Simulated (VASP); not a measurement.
Input of a VASP 6.6.1 run:

Contents of INCAR:

```
  PREC = Accurate
  ENCUT = 520
  EDIFF = 1E-7
  ISMEAR = 0
  SIGMA = 0.15
  LREAL = F
  LASPH = T
  NELM = 100
  ALGO = Normal
  ISIF = 2
  LWAVE = F
  LCHARG = T
  LELF = T
  LVHAR = T
  NBANDS = 9
```

The input KPOINTS:

```
Automatic mesh
0
Gamma
  20 20 20
```

Contents of POSCAR:

```
S
1.0
    0.0000000000      1.9345198337      2.0541808543
    1.9345198337      0.0000000000      2.0541808543
    1.9345198337      1.9345198337      0.0000000000
S
1
Direct
    0.0000000000      0.0000000000      0.0000000000
```

Potentials or basis: VASP PAW LDA potentials, release 64 (S).

The run is started by

```bash
$ cat potpaw_LDA.64/S/POTCAR > POTCAR
$ mpirun -np 1 vasp_std > vasp.out
```

(1) Estimate the band gap on the k mesh.

(2) What does it give for the pressure?

Answers

(1) zero (band 3 reaches 11.15 eV, above the bottom of band 4 at 4.96 eV).

(2) -4.1 GPa.

Caveat: the cell differs from its parent crystal (strain -0.030 along x and y, +0.030 along z).
